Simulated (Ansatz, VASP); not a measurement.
## Ni: VASP beside Ansatz

INCAR

```
SYSTEM = Ni
PREC = Accurate
ENCUT = 600
EDIFF = 1E-6
ISMEAR = 0
SIGMA = 0.1
LREAL = .False.
LASPH = .True.
NELM = 200
ALGO = Normal
ISIF = 2
LWAVE = .False.
LCHARG = .False.
ISPIN = 2
MAGMOM = 2
LORBIT = 11
LMAXMIX = 4
NBANDS = 15
GGA_COMPAT = .False.
```

Contents of KPOINTS:

```
Automatic mesh
0
Gamma
  8 8 8
  0 0 0
```

File POSCAR:

```
Ni
1.0
    0.0000000000      1.7679500000      1.7679500000
    1.7679500000      0.0000000000      1.7679500000
    1.7679500000      1.7679500000      0.0000000000
Ni
1
Direct
    0.0000000000      0.0000000000      0.0000000000
```

Input for Ansatz:

```yaml
crystal:
  lattice:
    - [0.0, 1.76795, 1.76795]
    - [1.76795, 0.0, 1.76795]
    - [1.76795, 1.76795, 0.0]
  atoms:
    - { symbol: Ni, position: [0.0, 0.0, 0.0], spin: 2.0 }
basis:
  ecutwfc: 520.0
kpoints:
  mp_grid: { grid: [8, 8, 8] }
hamiltonian:
  xc: lda
scf:
  occupations: { method: gaussian, width: 0.1 }
  lower_state_search: "off"
output:
  forces: true
  stress: true
  eigenvalues: true
  populations: true
magnetization:
  spin_polarized: true
```

Alike in both runs: task single point; functional LDA; k mesh 8 × 8 × 8; occupations gaussian, width 0.1 eV; collinear spin.

|  | VASP | Ansatz |
| --- | --- | --- |
| version | VASP 6.6.1 | Ansatz 0.2.0 |
| potentials or method | VASP PAW LDA potentials, release 64 (Ni), cutoff 600 eV | scalar-relativistic, plane waves, PAW |
| valence electrons in the cell | 10 | 18 |

|  | VASP | Ansatz | Ansatz less VASP |
| --- | --- | --- | --- |
| gap on the k mesh at the Fermi level (eV) | none | none | - |
| pressure (GPa) | -19.1 | -19.3 | -0.13 |
| net moment per atom (μB) | 0.70 | 0.70 | 0.000 |
| size of the moment on the site where the two differ most (μB) | 0.70 | 0.73 | +0.024 |

LDA's correlation is that of Perdew and Zunger in VASP and of Perdew and Wang (1992) in Ansatz. Site moments also hang on the region over which each program counts them. A gap of «none» marks a metal or a gap that the smearing closes. VASP's potentials hold 10 valence electrons a cell and Ansatz's 18, so a difference there can come from the potentials and not from the codes.

The k mesh is coarse, so the values compare programs but aren't converged.
